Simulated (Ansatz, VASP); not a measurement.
**AgCl in VASP and in Ansatz**

```xyz
2
Lattice="0.0000 2.7727 2.7727 2.7727 0.0000 2.7727 2.7727 2.7727 0.0000" Properties=species:S:1:pos:R:3 pbc="T T T"
Ag    0.0000    0.0000    0.0000
Cl    2.7727    2.7727    2.7727
```

Alike in both runs: task single point; functional PBE; k mesh 6 × 6 × 6; occupations gaussian, width 0.1 eV; no spin polarisation.

|  | VASP | Ansatz |
| --- | --- | --- |
| version | VASP 6.6.1 | Ansatz 0.2.0 |
| potentials or method | VASP PAW PBE potentials, release 64 (Ag, Cl), cutoff 500 eV | scalar-relativistic, plane waves, PAW |
| valence electrons in the cell | 18 | 26 |

```csv
,VASP,Ansatz,Ansatz less VASP
gap on the k mesh at the Fermi level (eV),0.91,0.91,+0.003
least direct gap on the mesh (eV),3.23,3.23,-0.001
pressure (GPa),1.5,1.6,+0.14
```

With one functional, cell and mesh, what is left measures potentials, basis and numerics. VASP's potentials hold 18 valence electrons a cell and Ansatz's 26, so a difference there can come from the potentials and not from the codes.
